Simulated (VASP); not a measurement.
Crystal: In.

```
In
1.0
     3.36384    0.00000    0.00000
    -1.68192    2.91317    0.00000
     0.00000    0.00000   10.79971
In
4
Direct
  0.66667 0.33333 0.75000
  0.00000 0.00000 0.50000
  0.33333 0.66667 0.25000
  0.00000 0.00000 0.00000
```

This isn't the form of In at room conditions, which is tetragonal.

Base run:

```yaml
Program: VASP 6.6.1
Functional: PBE
Potentials_or_basis: VASP PAW PBE potentials, release 64 (In_d)
Cutoff: 520 eV
k_mesh: 9 × 9 × 3
Occupations: fermi-dirac, width 0.05 eV
Spin: no spin polarisation
```

Its results: band gap on the k mesh zero (bands 26 and 27 overlap by 4.81 eV); pressure 1.5 GPa.

Question: The run is repeated on the same cell with these changes: functional from PBE to LDA; potentials or basis from VASP PAW PBE potentials, release 64 (In_d) to VASP PAW LDA potentials, release 64 (In_d). What comes out?

Answer: Band gap on the k mesh zero (bands 26 and 27 overlap by 4.74 eV); pressure -3.0 GPa.

Caveats: spin-orbit coupling is left out, which moves the levels of the heavy elements.
